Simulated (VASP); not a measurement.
## In: single point with BLYP+D4

Crystal: In.

```xyz
1
Lattice="-1.9124 1.9124 1.9124 1.9124 -1.9124 1.9124 1.9124 1.9124 -1.9124" Properties=species:S:1:pos:R:3 pbc="T T T"
In    0.0000    0.0000    0.0000
```

| Quantity | Value |
| --- | --- |
| Program | VASP 6.6.1 |
| Task | single point |
| Functional | BLYP |
| Dispersion | D4 |
| Potentials or basis | VASP PAW PBE potentials, release 64 (In_d) |
| Cutoff | 520 eV |
| k mesh | 10 × 10 × 10 |
| Occupations | fermi-dirac, width 0.05 eV |
| Spin | no spin polarisation |
| Dipole correction | no |
| Further INCAR settings | ALGO = Normal; EDIFF = 1e-06; NBANDS = 12 |

```json
{
  "Pressure": "0.0 GPa",
  "Dispersion energy per atom": "-0.616 eV"
}
```

Levels at points of the mesh, in eV from the Fermi level:
```
           k point  band 4  band 5  band 6  band 7  band 8  band 9
(0.00, 0.00, 0.00)  -14.36  -14.36   -9.02   10.16   10.16   10.16
(0.50, 0.00, 0.00)  -14.37  -14.22   -3.97   -2.73    5.52    7.18
(0.50, 0.50, 0.50)  -14.25  -14.25    0.35    1.30    1.30    1.30
```

It took 12 s on 1 thread of Intel(R) Xeon(R) 6975P-C (Granite Rapids), with other jobs on the host, peak memory 0.16 GiB.

Caveat: the PAW data sets were made with another functional, which shifts forces and pressure a little; spin-orbit coupling is left out, which moves the levels of the heavy elements; pairwise dispersion overbinds metals, which lowers pressure and volume.
